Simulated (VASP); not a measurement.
Crystal: InP.

```xyz
2
Lattice="0.0000 2.9499 2.9499 2.9499 0.0000 2.9499 2.9499 2.9499 0.0000" Properties=species:S:1:pos:R:3 pbc="T T T"
In    0.0000    0.0000    0.0000
P     4.4249    4.4249    4.4249
```

Base run:

```yaml
Program: VASP 6.6.1
Functional: SVWN5
Potentials_or_basis: VASP PAW PBE potentials, release 64 (In_d, P)
Cutoff: 520 eV
k_mesh: 8 × 8 × 8
Occupations: fermi-dirac, width 0.05 eV
Spin: no spin polarisation
```

Its results: band gap on the k mesh 0.38 eV, direct; pressure -2.5 GPa.

After a change of settings the same cell gave: band gap on the k mesh 2.02 eV, direct; pressure -2.2 GPa. Which change was it?
A. functional from SVWN5 to PBE; dispersion from none to D4
B. functional from SVWN5 to PBEsol-based global hybrid; k mesh from 8 × 8 × 8 to 4 × 4 × 4
C. functional from SVWN5 to PBEsol; further incar settings from ALGO = Normal; EDIFF = 1e-06; NBANDS = 16 to ALGO = Normal; EDIFF = 1e-07; NBANDS = 16
D. functional from SVWN5 to revPBE; further incar settings from ALGO = Normal; EDIFF = 1e-06; NBANDS = 16 to ALGO = Normal; EDIFF = 1e-07; NBANDS = 16

B.

Caveats: some runs use coarse meshes; the PAW data sets were made with another functional, which shifts forces and pressure a little; spin-orbit coupling is left out, which moves the levels of the heavy elements.
